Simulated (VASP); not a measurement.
# CuAu (P4/mmm) in VASP: a series of runs, part 2 of 2

VASP 6.6.1.

### Step 4. Single point, PBE (strain -0.015 along x and y, -0.030 along z)

Contents of INCAR:

```
SYSTEM = CuAu
  ALGO = Fast
  EDIFF = 1E-7
  ENCUT = 520
  GGA = PE
  ISIF = 2
  ISMEAR = 0
  LASPH = .TRUE.
  LCHARG = .TRUE.
  LELF = .TRUE.
  LREAL = .FALSE.
  LVHAR = .TRUE.
  LWAVE = .FALSE.
  NBANDS = 18
  NELM = 100
  PREC = Accurate
  SIGMA = 0.15
```

Contents of KPOINTS:

```
k-points
0
G
  18 18 14
  0 0 0
```

Contents of POSCAR:

```
CuAu
1.0
    2.7580000000      0.0000000000      0.0000000000
    0.0000000000      2.7580000000      0.0000000000
    0.0000000000      0.0000000000      3.5599000000
Cu Au
1 1
Direct
    0.5000000000      0.5000000000      0.5000000000
    0.0000000000      0.0000000000      0.0000000000
```

Potentials or basis: VASP PAW PBE potentials, release 64 (Cu, Au).

On the command line:

```console
cat potpaw_PBE.64/Cu/POTCAR potpaw_PBE.64/Au/POTCAR > POTCAR
mpirun -np 1 vasp_std > vasp.out
```

OUTCAR:

```text
SYSTEM = CuAu
   EDIFF = 1E-7
   ENCUT = 520
   GGA = PE
   ISIF = 2
   ISMEAR = 0
   LASPH = .TRUE.
   LREAL = .FALSE.
   NELM = 100
   PREC = Accurate

 ion  position               nearest neighbor table
   1  0.500  0.500  0.500-   2 2.64   2 2.64   2 2.64   2 2.64   2 2.64   2 2.64   2 2.64   2 2.64

   2  0.000  0.000  0.000-   1 2.64   1 2.64   1 2.64   1 2.64   1 2.64   1 2.64   1 2.64   1 2.64

  LATTYP: Found a simple tetragonal cell.
 ALAT       =     2.7580000000
 C/A-ratio  =     1.2907541697

  Lattice vectors:

 A1 = (   2.7580000000,   0.0000000000,   0.0000000000)
 A2 = (   0.0000000000,   2.7580000000,   0.0000000000)
 A3 = (   0.0000000000,   0.0000000000,   3.5599000000)

Analysis of symmetry for initial positions (statically):
=====================================================================
 Subroutine PRICEL returns:
 Original cell was already a primitive cell.

 Routine SETGRP: Setting up the symmetry group for a
 simple tetragonal supercell.

 Subroutine GETGRP returns: Found 16 space group operations
 (whereof 16 operations were pure point group operations)
 out of a pool of 16 trial point group operations.

The static configuration has the point symmetry D_4h.

Analysis of symmetry for dynamics (positions and initial velocities):
=====================================================================
[... 157 lines left out ...]

  energy without entropy =       -6.90154379  energy(sigma->0) =       -6.90510048

 E-fermi :   9.8955     XC(G=0): -13.0963

 val. band max:        9.8946916765   @ k =   0.1667   0.1667   0.3571
 cond. band min:       9.8983807241   @ k =   0.2778   0.0000   0.3571
 fundamental gap:      0.0036890476
 Fermi energy:         9.8954768453

 k-point     1 :       0.0000    0.0000    0.0000
  band No.  band energies     occupation
      1      -0.6165      2.00000
      2       2.6795      2.00000
      3       2.8279      2.00000
      4       5.4623      2.00000
      5       5.4623      2.00000
      6       6.6207      2.00000
[... 481 lines left out ...]
      5       5.5391      2.00000
      6       5.6847      2.00000
[... 10 lines left out ...]
     17      25.1045      0.00000
     18      27.6789      0.00000

 [... further k-points ...]
[... 5 lines left out ...]
  --------------------------------------------------------------------------------------
  -------------------------------------------------------------------------------------
  Total        3.2953860      3.2953860      3.1115808      0.0000000     -0.0000000      0.0000000
  in kB      194.9802159    194.9802159    184.1048967      0.0000000     -0.0000000      0.0000000
  external PRESSURE =     191.3551095 kB  Pullay stress =       0.0000000 kB

 VOLUME and BASIS-vectors are now :
 -----------------------------------------------------------------------------
  energy-cutoff  :      520.00
  volume of cell :       27.08
      direct lattice vectors                 reciprocal lattice vectors
     2.758000000  0.000000000  0.000000000     0.362581581  0.000000000  0.000000000
     0.000000000  2.758000000  0.000000000     0.000000000  0.362581581  0.000000000
     0.000000000  0.000000000  3.559900000     0.000000000  0.000000000  0.280906767

 POSITION                                       TOTAL-FORCE (eV/Angst)
 -----------------------------------------------------------------------------------
      1.37900      1.37900      1.77995         0.000000      0.000000      0.000000
      0.00000      0.00000      0.00000         0.000000      0.000000      0.000000
 -----------------------------------------------------------------------------------
    total drift:                                0.000000      0.000000     -0.000000

  FREE ENERGIE OF THE ION-ELECTRON SYSTEM (eV)
  ---------------------------------------------------
  free  energy   TOTEN  =        -6.9086571623 eV

  energy  without entropy=       -6.9015437941  energy(sigma->0) =       -6.90510048
```

OSZICAR:

```text
N       E                     dE             d eps       ncg     rms          rms(c)
DAV:   1     0.130111155791E+03    0.13011E+03   -0.11011E+04 17152   0.177E+03
DAV:   2    -0.262850951715E+01   -0.13274E+03   -0.12463E+03 16060   0.302E+02
DAV:   3    -0.783362552244E+01   -0.52051E+01   -0.51200E+01 18654   0.695E+01
DAV:   4    -0.790434227133E+01   -0.70717E-01   -0.70660E-01 19824   0.674E+00
DAV:   5    -0.790606177435E+01   -0.17195E-02   -0.17194E-02 20164   0.107E+00    0.134E+01
RMM:   6    -0.725887434013E+01    0.64719E+00   -0.38250E+00 18397   0.313E+01    0.597E+00
RMM:   7    -0.703831790074E+01    0.22056E+00   -0.16005E+00 18361   0.180E+01    0.684E+00
RMM:   8    -0.691357799740E+01    0.12474E+00   -0.22923E-01 18788   0.684E+00    0.261E+00
RMM:   9    -0.691741953682E+01   -0.38415E-02   -0.47425E-02 20105   0.372E+00    0.952E-01
RMM:  10    -0.690860803324E+01    0.88115E-02   -0.42311E-02 19611   0.285E+00    0.262E-01
RMM:  11    -0.690868747245E+01   -0.79439E-04   -0.66513E-03 21651   0.847E-01    0.131E-01
RMM:  12    -0.690879380168E+01   -0.10633E-03   -0.11630E-03 21713   0.305E-01    0.100E-01
RMM:  13    -0.690865430874E+01    0.13949E-03   -0.34907E-04 19431   0.270E-01    0.166E-02
RMM:  14    -0.690865613856E+01   -0.18298E-05   -0.92865E-05 21202   0.789E-02    0.195E-02
RMM:  15    -0.690865789795E+01   -0.17594E-05   -0.15080E-05 23568   0.325E-02    0.692E-03
RMM:  16    -0.690865733186E+01    0.56609E-06   -0.11913E-06 19565   0.915E-03    0.671E-03
RMM:  17    -0.690865722661E+01    0.10525E-06   -0.10599E-06 18923   0.148E-02    0.341E-03
RMM:  18    -0.690865716227E+01    0.64340E-07   -0.14998E-07 10779   0.342E-03
   1 F= -.69086572E+01 E0= -.69051005E+01  d E =-.711337E-02
```

stdout:

```text
POSCAR found type information on POSCAR CuAu
 POSCAR found :  2 types and       2 ions
 scaLAPACK will be used
 LDA part: xc-table for (Slater+PW92), standard interpolation
 POSCAR, INCAR and KPOINTS ok, starting setup
 FFT: planning ... GRIDC
 FFT: planning ... GRID_SOFT
 FFT: planning ... GRID
 WAVECAR not read
 entering main loop
WARNING in EDDRMM: call to ZHEGV failed, returncode =   8  4     17
WARNING in EDDRMM: call to ZHEGV failed, returncode =   6  3     16
WARNING in EDDRMM: call to ZHEGV failed, returncode =   6  3     17
WARNING in EDDRMM: call to ZHEGV failed, returncode =   8  4     17
WARNING in EDDRMM: call to ZHEGV failed, returncode =   8  4     17
WARNING in EDDRMM: call to ZHEGV failed, returncode =   6  3     18
WARNING in EDDRMM: call to ZHEGV failed, returncode =   6  3     18
WARNING in EDDRMM: call to ZHEGV failed, returncode =   8  4     18
WARNING in EDDRMM: call to ZHEGV failed, returncode =   6  3     17
 num prob WARNING in EDDRMM: call to ZHEGV failed, returncode =   6  3     17
 num prob RMM:  18    -0.690865716227E+01    0.64340E-07   -0.14998E-07 10779   0.342E-03
```

Wall time 1.7 min (1 thread of Intel Xeon Platinum 8481C at 2.70GHz (Sapphire Rapids), shared host); peak memory 0.33 GiB.

What came out:

```
Free energy            : -6.9087 eV
Pressure               : 19.1 GPa
Band gap on the k mesh : zero (band 11 reaches 15.44 eV, above the bottom of band 12 at 7.69 eV)
```

Caveat: the cell differs from its parent crystal (strain -0.015 along x and y, -0.030 along z); spin-orbit coupling is left out, which moves the levels of the heavy elements.

### Step 5. Single point, PBE (strain -0.030 along x and y, +0.015 along z)

Contents of INCAR:

```
SYSTEM = CuAu
ALGO = Fast
EDIFF = 1E-7
ENCUT = 520
GGA = PE
ISIF = 2
ISMEAR = 0
LASPH = .True.
LCHARG = .False.
LREAL = .False.
LWAVE = .False.
NBANDS = 18
NELM = 60
PREC = Accurate
SIGMA = 0.15
```

Contents of KPOINTS:

```
k-points
0
Gamma
  18 18 14
  0 0 0
```

Contents of POSCAR:

```
CuAu
1.0
    2.7160000000      0.0000000000      0.0000000000
    0.0000000000      2.7160000000      0.0000000000
    0.0000000000      0.0000000000      3.7250500000
Cu Au
1 1
Direct
    0.5000000000      0.5000000000      0.5000000000
    0.0000000000      0.0000000000      0.0000000000
```

On the command line:

```console
cat potpaw_PBE.64/Cu/POTCAR potpaw_PBE.64/Au/POTCAR > POTCAR
mpirun -np 1 vasp_std > vasp.out
```

It took 99 s on 1 thread of Intel Xeon Platinum 8481C at 2.70GHz (Sapphire Rapids), shared host; peak memory 0.32 GiB.

The run converged. Its results:

| Quantity | Value |
| --- | --- |
| Free energy | -6.9371 eV |
| Pressure | 16.2 GPa |
| Band gap on the k mesh | zero (band 11 reaches 15.32 eV, above the bottom of band 12 at 7.60 eV) |

Stress tensor (GPa, compression positive):
```
17.62  0.00  0.00
 0.00 17.62  0.00
 0.00  0.00 13.43
```

Levels at points of the mesh, in eV from the Fermi level:
```csv
k point,band 8,band 9,band 10,band 11,band 12,band 13,band 14,band 15
"(0.00, 0.00, 0.00)",-2.39,-1.79,-1.55,-1.55,1.34,7.68,10.82,10.82
"(0.50, 0.00, 0.00)",-3.23,-2.55,-2.32,-0.80,0.19,9.07,9.30,11.14
"(0.50, 0.50, 0.00)",-1.51,-1.51,-1.48,0.77,0.77,5.99,7.59,9.86
"(0.00, 0.00, 0.50)",-2.75,-2.66,-2.46,-2.46,-2.06,14.89,15.09,15.28
"(0.50, 0.00, 0.50)",-1.79,-1.75,-1.69,-1.33,-1.32,3.02,4.57,16.18
"(0.50, 0.50, 0.50)",-2.34,-1.68,-1.47,5.65,5.65,5.81,7.07,7.09
```

Caveat: the cell differs from its parent crystal (strain -0.030 along x and y, +0.015 along z); spin-orbit coupling is left out, which moves the levels of the heavy elements.

### Step 6. Single point, PBE (strain -0.015 along x and y, -0.015 along z)

Contents of INCAR:

```
  PREC = Accurate
  ENCUT = 520
  EDIFF = 1E-6
  ISMEAR = 0
  SIGMA = 0.15
  LREAL = F
  LASPH = T
  NELM = 60
  ALGO = Fast
  ISIF = 2
  LWAVE = F
  LCHARG = F
  GGA = PE
  NBANDS = 18
```

Contents of KPOINTS:

```
Automatic mesh
0
Gamma
  18 18 14
```

Contents of POSCAR:

```
CuAu
1.0
    2.7580000000      0.0000000000      0.0000000000
    0.0000000000      2.7580000000      0.0000000000
    0.0000000000      0.0000000000      3.6149500000
Cu Au
1 1
Direct
    0.5000000000      0.5000000000      0.5000000000
    0.0000000000      0.0000000000      0.0000000000
```

Potentials or basis: VASP PAW PBE potentials, release 64 (Cu, Au).

On the command line:

```console
cat potpaw_PBE.64/Cu/POTCAR potpaw_PBE.64/Au/POTCAR > POTCAR
mpirun -np 1 vasp_std > vasp.out
```

OUTCAR:

```text
PREC = Accurate
   ENCUT = 520
   EDIFF = 1E-6
   ISMEAR = 0
   LREAL = F
   LASPH = T
   NELM = 60
   ISIF = 2
   GGA = PE

 ion  position               nearest neighbor table
   1  0.500  0.500  0.500-   2 2.66   2 2.66   2 2.66   2 2.66   2 2.66   2 2.66   2 2.66   2 2.66

   2  0.000  0.000  0.000-   1 2.66   1 2.66   1 2.66   1 2.66   1 2.66   1 2.66   1 2.66   1 2.66

  LATTYP: Found a simple tetragonal cell.
 ALAT       =     2.7580000000
 C/A-ratio  =     1.3107142857

  Lattice vectors:

 A1 = (   2.7580000000,   0.0000000000,   0.0000000000)
 A2 = (   0.0000000000,   2.7580000000,   0.0000000000)
 A3 = (   0.0000000000,   0.0000000000,   3.6149500000)

Analysis of symmetry for initial positions (statically):
=====================================================================
 Subroutine PRICEL returns:
 Original cell was already a primitive cell.

 Routine SETGRP: Setting up the symmetry group for a
 simple tetragonal supercell.

 Subroutine GETGRP returns: Found 16 space group operations
 (whereof 16 operations were pure point group operations)
 out of a pool of 16 trial point group operations.

The static configuration has the point symmetry D_4h.

Analysis of symmetry for dynamics (positions and initial velocities):
=====================================================================
 Subroutine PRICEL returns:
 Original cell was already a primitive cell.

 Routine SETGRP: Setting up the symmetry group for a
 simple tetragonal supercell.

 Subroutine GETGRP returns: Found 16 space group operations
 (whereof 16 operations were pure point group operations)
 out of a pool of 16 trial point group operations.

The dynamic configuration has the point symmetry D_4h.

 Subroutine INISYM returns: Found 16 space group operations
 (whereof 16 operations are pure point group operations),
 and found     1 'primitive' translations

----------------------------------------------------------------------------------------

[... 107 lines left out ...]
   ISMEAR =     0;   SIGMA  =   0.15  broadening in eV -4-tet -1-fermi 0-gaus
   EFERMI_NEDOS =   21; number of points for ismear=-14 and -15
   IALGO  =     68    algorithm
   IMIX   =      4    mixing-type and parameters
     AMIX     =   0.40;   BMIX     =  1.00
     AMIX_MAG =   1.60;   BMIX_MAG =  1.00
  volume/ion in A,a.u.               =      13.75        92.78
  Fermi-wavevector in a.u.,A,eV,Ry     =   1.519797  2.871999 31.426486  2.309782
  Thomas-Fermi vector in A             =   2.628734
   LORBIT       =      0    0 simple, 1 ext, 2 COOP (PROOUT), +10 PAW based schemes
   GGA     = PE    functional components
   LHFCALC =     F    Hartree Fock is set to
   AEXX    =    0.0000 exact exchange contribution
   IVDW    =     0    specifies the selected vdW correction
   LEPSILON=     F    determine dielectric tensor
   LRPA    =     F    only Hartree local field effects (RPA)
 non-spin polarized calculation
 RMM-DIIS sequential band-by-band and
 Gauss-broadening in eV      SIGMA  =   0.15
  energy-cutoff  :      520.00
  volume of cell :       27.50
 maximum number of plane-waves:       768
 NGX is ok and might be reduce to    24
   NGX = 11   NGY = 11   NGZ = 13

 number of electron      22.0000001 magnetization

 Free energy of the ion-electron system (eV)
  ---------------------------------------------------
  ext. energy  EPLUGINS =         0.00000000
  ---------------------------------------------------
  free energy    TOTEN  =        -6.95234345 eV

  energy without entropy =       -6.94506691  energy(sigma->0) =       -6.94870518

 E-fermi :   9.6451     XC(G=0): -13.0036

 val. band max:        9.6436521743   @ k =   0.3889   0.3889   0.2143
 cond. band min:       9.6499321490   @ k =   0.3333   0.1667   0.5000
 fundamental gap:      0.0062799747
 Fermi energy:         9.6451171143

 k-point     1 :       0.0000    0.0000    0.0000
  band No.  band energies     occupation
      1      -0.7135      2.00000
      2       2.5309      2.00000
      3       2.6924      2.00000
      4       5.3077      2.00000
      5       5.3077      2.00000
      6       6.4769      2.00000
[... 481 lines left out ...]
      5       5.3587      2.00000
      6       5.5268      2.00000
[... 10 lines left out ...]
     17      24.5914      0.00000
     18      27.4831      0.00000

 [... further k-points ...]
[... 5 lines left out ...]
  --------------------------------------------------------------------------------------
  -------------------------------------------------------------------------------------
  Total        2.7994025      2.7994025      2.5606541      0.0000000      0.0000000      0.0000000
  in kB      163.1117000    163.1117000    149.2006367      0.0000000      0.0000000      0.0000000
  external PRESSURE =     158.4746789 kB  Pullay stress =       0.0000000 kB

 VOLUME and BASIS-vectors are now :
 -----------------------------------------------------------------------------
  energy-cutoff  :      520.00
  volume of cell :       27.50
      direct lattice vectors                 reciprocal lattice vectors
     2.758000000  0.000000000  0.000000000     0.362581581  0.000000000  0.000000000
     0.000000000  2.758000000  0.000000000     0.000000000  0.362581581  0.000000000
     0.000000000  0.000000000  3.614950000     0.000000000  0.000000000  0.276628999

 POSITION                                       TOTAL-FORCE (eV/Angst)
 -----------------------------------------------------------------------------------
      1.37900      1.37900      1.80747         0.000000      0.000000      0.000000
      0.00000      0.00000      0.00000         0.000000      0.000000      0.000000
 -----------------------------------------------------------------------------------
    total drift:                                0.000000      0.000000     -0.000000

  FREE ENERGIE OF THE ION-ELECTRON SYSTEM (eV)
  ---------------------------------------------------
  free  energy   TOTEN  =        -6.9523434523 eV

  energy  without entropy=       -6.9450669111  energy(sigma->0) =       -6.94870518
```

OSZICAR:

```text
N       E                     dE             d eps       ncg     rms          rms(c)
DAV:   1     0.128988591356E+03    0.12899E+03   -0.11069E+04 17192   0.176E+03
DAV:   2    -0.274762083959E+01   -0.13174E+03   -0.12374E+03 16052   0.300E+02
DAV:   3    -0.787519116322E+01   -0.51276E+01   -0.50171E+01 18634   0.689E+01
DAV:   4    -0.794510723029E+01   -0.69916E-01   -0.69863E-01 19588   0.671E+00
DAV:   5    -0.794685649643E+01   -0.17493E-02   -0.17492E-02 20346   0.109E+00    0.130E+01
RMM:   6    -0.730259212431E+01    0.64426E+00   -0.38971E+00 18389   0.316E+01    0.589E+00
RMM:   7    -0.707546182869E+01    0.22713E+00   -0.16040E+00 18350   0.181E+01    0.668E+00
RMM:   8    -0.695662478342E+01    0.11884E+00   -0.22276E-01 18786   0.671E+00    0.257E+00
RMM:   9    -0.696070040996E+01   -0.40756E-02   -0.47433E-02 20237   0.370E+00    0.966E-01
RMM:  10    -0.695232955403E+01    0.83709E-02   -0.40550E-02 19558   0.278E+00    0.261E-01
RMM:  11    -0.695236560070E+01   -0.36047E-04   -0.64815E-03 21572   0.844E-01    0.133E-01
RMM:  12    -0.695246969644E+01   -0.10410E-03   -0.11810E-03 21880   0.305E-01    0.100E-01
RMM:  13    -0.695235098327E+01    0.11871E-03   -0.27383E-04 19973   0.232E-01    0.301E-02
RMM:  14    -0.695234291175E+01    0.80715E-05   -0.87682E-05 20230   0.763E-02    0.241E-02
RMM:  15    -0.695234414483E+01   -0.12331E-05   -0.13991E-05 20281   0.368E-02    0.976E-03
RMM:  16    -0.695234345227E+01    0.69256E-06   -0.24937E-06 13138   0.173E-02
   1 F= -.69523435E+01 E0= -.69487052E+01  d E =-.727654E-02
```

Run time: 91 s. Hardware: 1 thread of Intel Xeon Platinum 8481C at 2.70GHz (Sapphire Rapids), shared host; peak memory 0.33 GiB.

What came out:

* Free energy: -6.9523 eV
* Pressure: 15.8 GPa
* Band gap on the k mesh: zero (band 11 reaches 15.22 eV, above the bottom of band 12 at 7.51 eV)

Levels at points of the mesh, in eV from the Fermi level:
```
           k point  band 8  band 9  band 10  band 11  band 12  band 13  band 14  band 15
(0.00, 0.00, 0.00)   -2.30   -1.80    -1.55    -1.55     2.00     8.54    10.22    10.22
(0.50, 0.00, 0.00)   -3.24   -2.61    -2.38    -0.94    -0.07     9.62     9.78    11.84
(0.50, 0.50, 0.00)   -1.67   -1.45    -1.45     0.49     0.49     5.52     7.31    10.21
(0.00, 0.00, 0.50)   -2.87   -2.56    -2.52    -2.52    -2.14    14.54    14.98    14.98
(0.50, 0.00, 0.50)   -1.85   -1.70    -1.63    -1.31    -1.30     2.92     4.71    15.97
(0.50, 0.50, 0.50)   -2.33   -1.76    -1.66     5.57     5.63     5.63     6.64     7.04
```

Caveat: the cell differs from its parent crystal (strain -0.015 along x and y, -0.015 along z); spin-orbit coupling is left out, which moves the levels of the heavy elements.

### Step 7. Overview

| cell | further INCAR settings | gap on the mesh (eV) | pressure (GPa) |
| --- | --- | --- | --- |
| a = 2.716, b = 2.716, c = 3.615 Å, 2 atoms | ALGO = Fast; EDIFF = 1e-06; NBANDS = 18 | none | 23.0 |
| a = 2.716, b = 2.716, c = 3.670 Å, 2 atoms | ALGO = Fast; EDIFF = 1e-06; NBANDS = 18 | none | 19.3 |
| a = 2.758, b = 2.758, c = 3.560 Å, 2 atoms | ALGO = Fast; EDIFF = 1e-07; NBANDS = 18 | none | 19.1 |
| a = 2.716, b = 2.716, c = 3.725 Å, 2 atoms | ALGO = Fast; EDIFF = 1e-07; NBANDS = 18 | none | 16.2 |
| a = 2.758, b = 2.758, c = 3.615 Å, 2 atoms | ALGO = Fast; EDIFF = 1e-06; NBANDS = 18 | none | 15.8 |

Alike in all rows: task single point; level PBE; potentials or basis VASP PAW PBE potentials, release 64 (Cu, Au); no spin polarisation; k mesh 18 × 18 × 14; cutoff (eV) 520; smearing gaussian 0.15 eV.

Caveats: spin-orbit coupling is left out, which moves the levels of the heavy elements.

Absolute energies hang on the potentials; compare differences alone.
